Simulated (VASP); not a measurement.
# ScAl3 (Pm-3m) in VASP: notebook

The runs below take ScAl3 through single point, with PBE.

Everything below comes from runs of VASP 6.6.1. Logs are shortened: lines on timing, memory, paths and dates and some standing lists are left out, and cuts for length are marked.

## (1) The cell of the first run

Symmetry: Pm-3m, No. 221, cubic system. The conventional cell has a = 4.188 Å, b = 4.188 Å, c = 4.188 Å, α = 90.00°, β = 90.00°, γ = 90.00°. Sc (site symmetry m-3m) has 12 Al at 2.96 Å within 3.9 Å. Within 3.9 Å of Al (site symmetry 4/mmm) lie 4 Sc at 2.96 Å and 8 Al at 2.96 Å.

## (2) Single point, PBE

Contents of INCAR:

```
SYSTEM = ScAl3
PREC = Accurate
ENCUT = 520
EDIFF = 1E-6
ISMEAR = -1
SIGMA = 0.1
LREAL = .False.
LASPH = .True.
NELM = 100
ALGO = Normal
ISIF = 2
LWAVE = .False.
LCHARG = .False.
GGA = PE
NBANDS = 18
```

Contents of KPOINTS:

```
Automatic mesh
0
Gamma
  6 6 6
  0 0 0
```

Contents of POSCAR:

```
ScAl3
1.0
    4.1875482624      0.0000000000      0.0000000000
    0.0000000000      4.1875482624      0.0000000000
    0.0000000000      0.0000000000      4.1875482624
Sc Al
1 3
Direct
    0.0000000000      0.0000000000      0.0000000000
    0.5000000000      0.0000000000      0.5000000000
    0.0000000000      0.5000000000      0.5000000000
    0.5000000000      0.5000000000      0.0000000000
```

Potentials or basis: VASP PAW PBE potentials, release 64 (Sc_sv, Al).

Command:

```sh
> cat potpaw_PBE.64/Sc_sv/POTCAR potpaw_PBE.64/Al/POTCAR > POTCAR
> mpirun -np 1 vasp_std > vasp.out
```

OUTCAR:

```text
SYSTEM = ScAl3
   PREC = Accurate
   ENCUT = 520
   EDIFF = 1E-6
   ISMEAR = -1
   LREAL = .False.
   LASPH = .True.
   NELM = 100
   ISIF = 2
   GGA = PE

 ion  position               nearest neighbor table
   1  0.000  0.000  0.000-   2 2.96   3 2.96   4 2.96   2 2.96   3 2.96   3 2.96   4 2.96   3 2.96
                             2 2.96   4 2.96   2 2.96   4 2.96
   2  0.500  0.000  0.500-   1 2.96   3 2.96   4 2.96   1 2.96   4 2.96   3 2.96   4 2.96   4 2.96
                             1 2.96   3 2.96   1 2.96   3 2.96
   3  0.000  0.500  0.500-   1 2.96   2 2.96   4 2.96   1 2.96   4 2.96   1 2.96   2 2.96   1 2.96
                             2 2.96   4 2.96   4 2.96   2 2.96
   4  0.500  0.500  0.000-   1 2.96   2 2.96   3 2.96   2 2.96   3 2.96   1 2.96   2 2.96   2 2.96
                             1 2.96   3 2.96   3 2.96   1 2.96

  LATTYP: Found a simple cubic cell.
 ALAT       =     4.1875482624

  Lattice vectors:

 A1 = (   4.1875482624,   0.0000000000,   0.0000000000)
 A2 = (   0.0000000000,   4.1875482624,   0.0000000000)
 A3 = (   0.0000000000,   0.0000000000,   4.1875482624)

Analysis of symmetry for initial positions (statically):
=====================================================================
 Subroutine PRICEL returns:
 Original cell was already a primitive cell.

 Routine SETGRP: Setting up the symmetry group for a
 simple cubic supercell.

 Subroutine GETGRP returns: Found 48 space group operations
 (whereof 48 operations were pure point group operations)
 out of a pool of 48 trial point group operations.

The static configuration has the point symmetry O_h .

Analysis of symmetry for dynamics (positions and initial velocities):
=====================================================================
 Subroutine PRICEL returns:
 Original cell was already a primitive cell.

 Routine SETGRP: Setting up the symmetry group for a
 simple cubic supercell.

 Subroutine GETGRP returns: Found 48 space group operations
 (whereof 48 operations were pure point group operations)
 out of a pool of 48 trial point group operations.

The dynamic configuration has the point symmetry O_h .

 Subroutine INISYM returns: Found 48 space group operations
 (whereof 48 operations are pure point group operations),
 and found     1 'primitive' translations

[... 92 lines left out ...]
   NELM   =    100;   NELMIN=  2; NELMDL= -5     # of ELM steps
   EDIFF  = 0.1E-05   stopping-criterion for ELM
   LREAL  =      F    real-space projection
   EDIFFG = 0.1E-04   stopping-criterion for IOM
   NSW    =      0    number of steps for IOM
   IBRION =     -1    ionic relax: 0-MD 1-quasi-New 2-CG
   NFREE  =      0    steps in history (QN), initial steepest desc. (CG)
   ISIF   =      2    stress and relaxation
   ISYM   =      2    0-nonsym 1-usesym 2-fastsym
   POTIM  = 0.5000    time-step for ionic-motion
   TEBEG  =    0.0;   TEEND  =   0.0 temperature during run
   PSTRESS=    0.0 pullay stress
   NELECT =      20.0000    total number of electrons
   NUPDOWN=      -1.0000    fix difference up-down
   EMIN   =  10.00;   EMAX   =-10.00  energy-range for DOS
   EFERMI =   0.00;   METHOD = LEGACY
   ISMEAR =    -1;   SIGMA  =   0.10  broadening in eV -4-tet -1-fermi 0-gaus
   EFERMI_NEDOS =   21; number of points for ismear=-14 and -15
   IALGO  =     38    algorithm
   IMIX   =      4    mixing-type and parameters
     AMIX     =   0.40;   BMIX     =  1.00
     AMIX_MAG =   1.60;   BMIX_MAG =  1.00
  volume/ion in A,a.u.               =      18.36       123.88
  Fermi-wavevector in a.u.,A,eV,Ry     =   1.061186  2.005351 15.321746  1.126117
  Thomas-Fermi vector in A             =   2.196594
   LORBIT       =      0    0 simple, 1 ext, 2 COOP (PROOUT), +10 PAW based schemes
   GGA     = PE    functional components
   LHFCALC =     F    Hartree Fock is set to
   AEXX    =    0.0000 exact exchange contribution
   IVDW    =     0    specifies the selected vdW correction
   LEPSILON=     F    determine dielectric tensor
   LRPA    =     F    only Hartree local field effects (RPA)
 non-spin polarized calculation
  energy-cutoff  :      520.00
  volume of cell :       73.43
 maximum number of plane-waves:      2008
 NGX is ok and might be reduce to    32
   NGX = 15   NGY = 15   NGZ = 15

 number of electron      19.9999998 magnetization

 Free energy of the ion-electron system (eV)
  ---------------------------------------------------
  ext. energy  EPLUGINS =         0.00000000
  ---------------------------------------------------
  free energy    TOTEN  =       -19.25527864 eV

  energy without entropy =      -19.19865227  energy(sigma->0) =      -19.22696545

 E-fermi :   6.6974     XC(G=0): -10.1401

 val. band max:        6.4714466562   @ k =   0.3333   0.3333   0.0000
 cond. band min:       6.7334262948   @ k =   0.5000   0.3333   0.1667
 fundamental gap:      0.2619796386
 Fermi energy:         6.6973811603

 k-point     1 :       0.0000    0.0000    0.0000
  band No.  band energies     occupation
      1     -42.5907      2.00000
      2     -21.2682      2.00000
      3     -21.2682      2.00000
      4     -21.2682      2.00000
      5      -3.0162      2.00000
      6       4.0899      2.00000
[... 397 lines left out ...]
      5       1.9541      2.00000
      6       1.9541      2.00000
[... 10 lines left out ...]
     17      10.3123      0.00000
     18      16.8173      0.00000

------------------------ aborting loop because EDIFF is reached ----------------------------------------

  FORCE on cell =-STRESS in cart. coord.  units (eV):
  Direction    XX          YY          ZZ          XY          YZ          ZX
  --------------------------------------------------------------------------------------
  -------------------------------------------------------------------------------------
  Total       -2.0210227     -2.0210227     -2.0210227      0.0000000     -0.0000000      0.0000000
  in kB      -44.0963143    -44.0963143    -44.0963143      0.0000000     -0.0000000      0.0000000
  external PRESSURE =     -44.0963143 kB  Pullay stress =       0.0000000 kB

 VOLUME and BASIS-vectors are now :
 -----------------------------------------------------------------------------
  energy-cutoff  :      520.00
  volume of cell :       73.43
      direct lattice vectors                 reciprocal lattice vectors
     4.187548262  0.000000000  0.000000000     0.238803218  0.000000000  0.000000000
     0.000000000  4.187548262  0.000000000     0.000000000  0.238803218  0.000000000
     0.000000000  0.000000000  4.187548262     0.000000000  0.000000000  0.238803218

 POSITION                                       TOTAL-FORCE (eV/Angst)
 -----------------------------------------------------------------------------------
      0.00000      0.00000      0.00000         0.000000      0.000000      0.000000
      2.09377      0.00000      2.09377         0.000000      0.000000      0.000000
      0.00000      2.09377      2.09377         0.000000      0.000000      0.000000
      2.09377      2.09377      0.00000         0.000000      0.000000      0.000000
 -----------------------------------------------------------------------------------
    total drift:                               -0.000000      0.000000      0.000000

  FREE ENERGIE OF THE ION-ELECTRON SYSTEM (eV)
  ---------------------------------------------------
  free  energy   TOTEN  =       -19.2552786369 eV

  energy  without entropy=      -19.1986522650  energy(sigma->0) =      -19.22696545
```

OSZICAR:

```text
N       E                     dE             d eps       ncg     rms          rms(c)
DAV:   1     0.105177755295E+03    0.10518E+03   -0.81754E+03   728   0.990E+02
DAV:   2    -0.152289994620E+02   -0.12041E+03   -0.11753E+03   728   0.283E+02
DAV:   3    -0.202282853583E+02   -0.49993E+01   -0.48386E+01  1102   0.551E+01
DAV:   4    -0.203450396572E+02   -0.11675E+00   -0.11482E+00  1112   0.822E+00
DAV:   5    -0.203463916287E+02   -0.13520E-02   -0.13518E-02  1048   0.826E-01    0.791E+00
DAV:   6    -0.193242213519E+02    0.10222E+01   -0.39463E+00  1078   0.201E+01    0.261E+00
DAV:   7    -0.192816358743E+02    0.42585E-01   -0.14759E-01  1128   0.304E+00    0.167E+00
DAV:   8    -0.192565788538E+02    0.25057E-01   -0.61063E-02  1162   0.212E+00    0.362E-01
DAV:   9    -0.192560453875E+02    0.53347E-03   -0.19430E-02  1094   0.149E+00    0.211E-01
DAV:  10    -0.192552841816E+02    0.76121E-03   -0.38863E-03  1168   0.600E-01    0.338E-02
DAV:  11    -0.192553309985E+02   -0.46817E-04   -0.40484E-04  1120   0.188E-01    0.512E-02
DAV:  12    -0.192552778585E+02    0.53140E-04   -0.25361E-04  1046   0.170E-01    0.408E-03
DAV:  13    -0.192552786369E+02   -0.77834E-06   -0.61045E-06   976   0.177E-02
   1 F= -.19255279E+02 E0= -.19226965E+02  d E =-.566264E-01
```

stdout:

```text
POSCAR found type information on POSCAR ScAl
 POSCAR found :  2 types and       4 ions
 scaLAPACK will be used
 LDA part: xc-table for (Slater+PW92), standard interpolation
 POSCAR, INCAR and KPOINTS ok, starting setup
 FFT: planning ... GRIDC
 FFT: planning ... GRID_SOFT
 FFT: planning ... GRID
 WAVECAR not read
 entering main loop
```

Wall time 26 s (1 thread of Intel Xeon 8259CL, shared host); peak memory 0.18 GiB.

What came out:

* Free energy: -19.2553 eV
* Pressure: -4.4 GPa
* Band gap on the k mesh: zero (bands 10 and 11 overlap by 3.35 eV)

Caveat: the cell stands under tension.

## (3) Single point, PBE

This run uses another cell than the first one, of 18.78 Å³/atom.

Contents of INCAR:

```
ALGO = Normal
EDIFF = 1E-6
ENCUT = 520
GGA = PE
ISIF = 2
ISMEAR = -1
LASPH = T
LCHARG = F
LREAL = F
LWAVE = F
NBANDS = 18
NELM = 100
PREC = Accurate
SIGMA = 0.1
```

Contents of KPOINTS:

```
k-points
0
Gamma
  6 6 6
```

Contents of POSCAR:

```
ScAl3
1.0
    4.2197614380      0.0000000000      0.0000000000
    0.0000000000      4.2197614380      0.0000000000
    0.0000000000      0.0000000000      4.2197614380
Sc Al
1 3
Direct
    0.0000000000      0.0000000000      0.0000000000
    0.5000000000      0.0000000000      0.5000000000
    0.0000000000      0.5000000000      0.5000000000
    0.5000000000      0.5000000000      0.0000000000
```

Potentials or basis: VASP PAW PBE potentials, release 64 (Sc_sv, Al).

Command:

```sh
> cat potpaw_PBE.64/Sc_sv/POTCAR potpaw_PBE.64/Al/POTCAR > POTCAR
> mpirun -np 1 vasp_std > vasp.out
```

OUTCAR:

```text
EDIFF = 1E-6
   ENCUT = 520
   GGA = PE
   ISIF = 2
   ISMEAR = -1
   LASPH = T
   LREAL = F
   NELM = 100
   PREC = Accurate

 ion  position               nearest neighbor table
   1  0.000  0.000  0.000-   2 2.98   3 2.98   4 2.98   2 2.98   3 2.98   3 2.98   4 2.98   3 2.98
                             2 2.98   4 2.98   2 2.98   4 2.98
   2  0.500  0.000  0.500-   1 2.98   3 2.98   4 2.98   1 2.98   4 2.98   3 2.98   4 2.98   4 2.98
                             1 2.98   3 2.98   1 2.98   3 2.98
   3  0.000  0.500  0.500-   1 2.98   2 2.98   4 2.98   1 2.98   4 2.98   1 2.98   2 2.98   1 2.98
                             2 2.98   4 2.98   4 2.98   2 2.98
   4  0.500  0.500  0.000-   1 2.98   2 2.98   3 2.98   2 2.98   3 2.98   1 2.98   2 2.98   2 2.98
                             1 2.98   3 2.98   3 2.98   1 2.98

  LATTYP: Found a simple cubic cell.
 ALAT       =     4.2197614380

  Lattice vectors:

 A1 = (   4.2197614380,   0.0000000000,   0.0000000000)
 A2 = (   0.0000000000,   4.2197614380,   0.0000000000)
 A3 = (   0.0000000000,   0.0000000000,   4.2197614380)

Analysis of symmetry for initial positions (statically):
=====================================================================
 Subroutine PRICEL returns:
 Original cell was already a primitive cell.

 Routine SETGRP: Setting up the symmetry group for a
 simple cubic supercell.

 Subroutine GETGRP returns: Found 48 space group operations
 (whereof 48 operations were pure point group operations)
 out of a pool of 48 trial point group operations.

The static configuration has the point symmetry O_h .

Analysis of symmetry for dynamics (positions and initial velocities):
=====================================================================
 Subroutine PRICEL returns:
 Original cell was already a primitive cell.

 Routine SETGRP: Setting up the symmetry group for a
 simple cubic supercell.

 Subroutine GETGRP returns: Found 48 space group operations
 (whereof 48 operations were pure point group operations)
 out of a pool of 48 trial point group operations.

The dynamic configuration has the point symmetry O_h .

 Subroutine INISYM returns: Found 48 space group operations
 (whereof 48 operations are pure point group operations),
 and found     1 'primitive' translations

----------------------------------------------------------------------------------------

                                     Primitive cell

  volume of cell :      75.1387

  direct lattice vectors                    reciprocal lattice vectors
     4.219761438  0.000000000  0.000000000     0.236980221  0.000000000  0.000000000
     0.000000000  4.219761438  0.000000000     0.000000000  0.236980221  0.000000000
     0.000000000  0.000000000  4.219761438     0.000000000  0.000000000  0.236980221

  length of vectors
     4.219761438  4.219761438  4.219761438     0.236980221  0.236980221  0.236980221

  position of ions in fractional coordinates (direct lattice)
     0.000000000  0.000000000  0.000000000
     0.500000000  0.000000000  0.500000000
     0.000000000  0.500000000  0.500000000
     0.500000000  0.500000000  0.000000000

  ion indices of the primitive-cell ions
   primitive index   ion index
[... 27 lines left out ...]
 ===========================================

 Found     20 irreducible k-points:

 Following reciprocal coordinates:
            Coordinates               Weight
  0.000000  0.000000  0.000000      1.000000
  0.166667  0.000000  0.000000      6.000000
  0.333333  0.000000  0.000000      6.000000
  0.500000  0.000000  0.000000      3.000000
  0.166667  0.166667  0.000000     12.000000
  0.333333  0.166667  0.000000     24.000000
[... 12 lines left out ...]
  0.500000  0.500000  0.333333      6.000000
  0.500000  0.500000  0.500000      1.000000
   k-points           NKPTS =     20   k-points in BZ     NKDIM =     20   number of bands    NBANDS=     18
   number of dos      NEDOS =    301   number of ions     NIONS =      4
   total plane-waves  NPLWV =  32768
   dimension x,y,z NGX =    32 NGY =   32 NGZ =   32
   dimension x,y,z NGXF=    64 NGYF=   64 NGZF=   64
   ions per type =               1   3
   NGX,Y,Z   is equivalent  to a cutoff of  12.61, 12.61, 12.61 a.u.
   NGXF,Y,Z  is equivalent  to a cutoff of  25.21, 25.21, 25.21 a.u.
 SYSTEM =  unknown system
   PREC   = accura    normal or accurate (medium, high low for compatibility)
   ISTART =      0    job   : 0-new  1-cont  2-samecut
   ICHARG =      2    charge: 1-file 2-atom 10-const
   ISPIN  =      1    spin polarized calculation?
   LNONCOLLINEAR =      F non collinear calculations
   LSORBIT =      F    spin-orbit coupling
   LASPH  =      T    aspherical Exc in radial PAW
   ENCUT  =  520.0 eV  38.22 Ry    6.18 a.u.   7.85  7.85  7.85*2*pi/ulx,y,z
   NELM   =    100;   NELMIN=  2; NELMDL= -5     # of ELM steps
   EDIFF  = 0.1E-05   stopping-criterion for ELM
   LREAL  =      F    real-space projection
   EDIFFG = 0.1E-04   stopping-criterion for IOM
   NSW    =      0    number of steps for IOM
   IBRION =     -1    ionic relax: 0-MD 1-quasi-New 2-CG
   NFREE  =      0    steps in history (QN), initial steepest desc. (CG)
   ISIF   =      2    stress and relaxation
   ISYM   =      2    0-nonsym 1-usesym 2-fastsym
   POTIM  = 0.5000    time-step for ionic-motion
   TEBEG  =    0.0;   TEEND  =   0.0 temperature during run
   PSTRESS=    0.0 pullay stress
   NELECT =      20.0000    total number of electrons
   NUPDOWN=      -1.0000    fix difference up-down
   EMIN   =  10.00;   EMAX   =-10.00  energy-range for DOS
   EFERMI =   0.00;   METHOD = LEGACY
   ISMEAR =    -1;   SIGMA  =   0.10  broadening in eV -4-tet -1-fermi 0-gaus
   EFERMI_NEDOS =   21; number of points for ismear=-14 and -15
   IALGO  =     38    algorithm
   IMIX   =      4    mixing-type and parameters
     AMIX     =   0.40;   BMIX     =  1.00
     AMIX_MAG =   1.60;   BMIX_MAG =  1.00
  volume/ion in A,a.u.               =      18.78       126.77
  Fermi-wavevector in a.u.,A,eV,Ry     =   1.053085  1.990043 15.088710  1.108989
  Thomas-Fermi vector in A             =   2.188193
   LORBIT       =      0    0 simple, 1 ext, 2 COOP (PROOUT), +10 PAW based schemes
   GGA     = PE    functional components
   LHFCALC =     F    Hartree Fock is set to
   AEXX    =    0.0000 exact exchange contribution
   IVDW    =     0    specifies the selected vdW correction
   LEPSILON=     F    determine dielectric tensor
   LRPA    =     F    only Hartree local field effects (RPA)
 non-spin polarized calculation
  energy-cutoff  :      520.00
  volume of cell :       75.14
 maximum number of plane-waves:      2048
 NGX is ok and might be reduce to    32
   NGX = 15   NGY = 15   NGZ = 15

 number of electron      20.0000004 magnetization

 Free energy of the ion-electron system (eV)
  ---------------------------------------------------
  ext. energy  EPLUGINS =         0.00000000
  ---------------------------------------------------
  free energy    TOTEN  =       -19.20092651 eV

  energy without entropy =      -19.14290522  energy(sigma->0) =      -19.17191586

 E-fermi :   6.4901     XC(G=0): -10.0535

 val. band max:        6.2842348579   @ k =   0.3333   0.3333   0.0000
 cond. band min:       6.5374127504   @ k =   0.5000   0.3333   0.1667
 fundamental gap:      0.2531778925
 Fermi energy:         6.4901089695

 k-point     1 :       0.0000    0.0000    0.0000
  band No.  band energies     occupation
      1     -42.8695      2.00000
      2     -21.5392      2.00000
      3     -21.5392      2.00000
      4     -21.5392      2.00000
      5      -3.0933      2.00000
      6       3.9143      2.00000
[... 397 lines left out ...]
      5       1.7938      2.00000
      6       1.7938      2.00000
[... 10 lines left out ...]
     17      10.0029      0.00000
     18      16.3985      0.00000

------------------------ aborting loop because EDIFF is reached ----------------------------------------

  FORCE on cell =-STRESS in cart. coord.  units (eV):
  Direction    XX          YY          ZZ          XY          YZ          ZX
  --------------------------------------------------------------------------------------
  -------------------------------------------------------------------------------------
  Total       -2.7371893     -2.7371893     -2.7371893      0.0000000     -0.0000000     -0.0000000
  in kB      -58.3648959    -58.3648959    -58.3648959      0.0000000     -0.0000000     -0.0000000
  external PRESSURE =     -58.3648959 kB  Pullay stress =       0.0000000 kB

 VOLUME and BASIS-vectors are now :
 -----------------------------------------------------------------------------
  energy-cutoff  :      520.00
  volume of cell :       75.14
      direct lattice vectors                 reciprocal lattice vectors
     4.219761438  0.000000000  0.000000000     0.236980221  0.000000000  0.000000000
     0.000000000  4.219761438  0.000000000     0.000000000  0.236980221  0.000000000
     0.000000000  0.000000000  4.219761438     0.000000000  0.000000000  0.236980221

 POSITION                                       TOTAL-FORCE (eV/Angst)
 -----------------------------------------------------------------------------------
      0.00000      0.00000      0.00000         0.000000      0.000000      0.000000
      2.10988      0.00000      2.10988         0.000000      0.000000      0.000000
      0.00000      2.10988      2.10988         0.000000      0.000000      0.000000
      2.10988      2.10988      0.00000         0.000000      0.000000      0.000000
 -----------------------------------------------------------------------------------
    total drift:                               -0.000000      0.000000      0.000000

  FREE ENERGIE OF THE ION-ELECTRON SYSTEM (eV)
  ---------------------------------------------------
  free  energy   TOTEN  =       -19.2009265141 eV

  energy  without entropy=      -19.1429052158  energy(sigma->0) =      -19.17191586
```

stdout:

```text
POSCAR found type information on POSCAR ScAl
 POSCAR found :  2 types and       4 ions
 scaLAPACK will be used
 LDA part: xc-table for (Slater+PW92), standard interpolation
 POSCAR, INCAR and KPOINTS ok, starting setup
 FFT: planning ... GRIDC
 FFT: planning ... GRID_SOFT
 FFT: planning ... GRID
 WAVECAR not read
 entering main loop
```

Run time: 26 s. Hardware: 1 thread of Intel Xeon 8259CL, shared host; peak memory 0.18 GiB.

What came out:

- Free energy: -19.2009 eV
- Pressure: -5.8 GPa
- Band gap on the k mesh: zero (bands 10 and 11 overlap by 3.20 eV)

Caveat: the cell stands under tension.
